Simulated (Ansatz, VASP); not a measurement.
**Two plane-wave programs on ScNb**

```xyz
2
Lattice="3.0656 0.0000 0.0000 -1.5328 2.6549 0.0000 0.0000 0.0000 5.0722" Properties=species:S:1:pos:R:3 pbc="T T T"
Sc    0.0000    0.0000    0.0000
Nb    0.0000    1.7700    2.5361
```

Alike in both runs: task single point; functional revPBE; k mesh 6 × 6 × 4; occupations gaussian, width 0.1 eV; no spin polarisation.

|  | VASP | Ansatz |
| --- | --- | --- |
| version | VASP 6.6.1 | Ansatz 0.2.0 |
| potentials or method | VASP PAW PBE potentials, release 64 (Sc_sv, Nb_sv), cutoff 520 eV | scalar-relativistic, plane waves, PAW |
| valence electrons in the cell | 24 | 24 |

```tsv
	VASP	Ansatz	Ansatz less VASP
gap on the k mesh at the Fermi level (eV)	none	none	-
pressure (GPa)	1.5	1.5	+0.04
traceless stress, the component that is largest in VASP (GPa)	0.82	0.78	-0.040
```

VASP's potentials were made for PBE, not for revPBE. A gap of «none» marks a metal or a gap that the smearing closes.

The k mesh is coarse, so the values compare programs but aren't converged.
